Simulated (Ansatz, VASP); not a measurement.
## Two plane-wave programs on Ti

```
CELL_PARAMETERS angstrom
1.52457 0.88021 7.36813
-1.52457 0.88021 7.36813
0.00000 -1.76042 7.36813
ATOMIC_POSITIONS crystal
Ti 0.00000 0.00000 0.00000
Ti 0.22222 0.22222 0.22222
Ti 0.77778 0.77778 0.77778
```

Alike in both runs: task relaxation of cell and atoms; functional PBEsol; k mesh 6 × 6 × 6; occupations gaussian, width 0.1 eV; no spin polarisation.

|  | VASP | Ansatz |
| --- | --- | --- |
| version | VASP 6.6.1 | Ansatz 0.2.0 |
| potentials or method | VASP PAW PBE potentials, release 64 (Ti_sv), cutoff 600 eV | scalar-relativistic, plane waves, PAW |
| valence electrons in the cell | 36 | 36 |

```tsv
	VASP	Ansatz	Ansatz less VASP
gap on the k mesh at the Fermi level, each at its own relaxed structure (eV)	none	none	-
relaxed volume (Å³/atom)	16.76	16.78	+0.020
relaxed cell length with the largest relative difference (Å)	7.168	7.171	+0.0024
```

VASP's potentials were made for PBE, not for PBEsol. A gap of «none» marks a metal or a gap that the smearing closes.

The k mesh is coarse, so the values compare programs but aren't converged. Noted on VASP's run: the volume moved by over 15 % at a fixed basis, so the end points are rough.
